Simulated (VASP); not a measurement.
Runs of VASP 6.6.1 on Ti. The structure is that of space group P6/mmm (No. 191), or close to it. The cells are those of the table. This isn't the form of Ti at room conditions, which is hcp.

| cell | gap on the mesh (eV) | pressure (GPa) |
| --- | --- | --- |
| a = 4.600, b = 4.600, c = 2.820 Å, angles 90.0, 90.0, 120.0°, 3 atoms | none | (a) |
| a = 4.646, b = 4.646, c = 2.820 Å, angles 90.0, 90.0, 120.0°, 3 atoms | none | -3.1 |
| a = 4.508, b = 4.508, c = 2.820 Å, angles 90.0, 90.0, 120.0°, 3 atoms | none | (b) |
| a = 4.692, b = 4.692, c = 2.820 Å, angles 90.0, 90.0, 120.0°, 3 atoms | none | -5.1 |
| a = 4.554, b = 4.554, c = 2.820 Å, angles 90.0, 90.0, 120.0°, 3 atoms | none | 1.3 |

Alike in all rows: task single point; level r2SCAN; potentials or basis VASP PAW PBE potentials, release 64 (Ti_sv); no spin polarisation; k mesh 9 × 9 × 12; cutoff (eV) 520; smearing methfessel-paxton 0.1 eV.

Fill in the values left out.

(a) -1.0; (b) 3.9.

Caveats: the PAW data sets were made with another functional, which shifts forces and pressure a little; the cell stands under tension (at least some runs); the cell stands under pressure (at least some runs); the stress differs along the axes, from -7 to -2 GPa (at least some runs).

A gap of «none» marks levels without a gap at the run's occupations.
